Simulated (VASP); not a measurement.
A run of VASP 6.6.1 is set up as follows.

Contents of INCAR:

```
SYSTEM = Al2OsN3
  PREC = Accurate
  ENCUT = 520
  EDIFF = 1E-6
  ISMEAR = 0
  SIGMA = 0.1
  LREAL = .False.
  LASPH = .True.
  NELM = 150
  ALGO = Normal
  ISIF = 2
  LWAVE = .False.
  LCHARG = .True.
  ISPIN = 2
  MAGMOM = 0 0 1 0 0 0
  LORBIT = 11
  LMAXMIX = 4
  GGA = PE
  LELF = .True.
  LVHAR = .True.
  NBANDS = 28
```

File KPOINTS:

```
Automatic mesh
0
Gamma
  6 6 6
  0 0 0
```

POSCAR

```
Al2OsN3
1.0
    2.7833107802      1.6069452271      2.5239883935
   -2.7833107802      1.6069452271      2.5239883935
    0.0000000000     -3.2138904575      2.5239883914
Al Os N
2 1 3
Direct
    0.8277538829      0.8277538829      0.8277538829
    0.1722461171      0.1722461171      0.1722461171
    0.5000000000      0.5000000000      0.5000000000
    0.5000000000      0.0000000000      0.5000000000
    0.5000000000      0.5000000000      0.0000000000
    0.0000000000      0.5000000000      0.5000000000
```

Potentials or basis: VASP PAW PBE potentials, release 64 (Al, Os, N).

Launch:

```console
$ cat potpaw_PBE.64/Al/POTCAR potpaw_PBE.64/Os/POTCAR potpaw_PBE.64/N/POTCAR > POTCAR
$ mpirun -np 1 vasp_std > vasp.out
```

(1) What does it give for the largest force?

(2) Estimate the net moment.

(3) Predict the pressure.

## Answers

(1) 0.019 eV/Å.

(2) 0.00 μB per cell.

(3) 1.3 GPa.
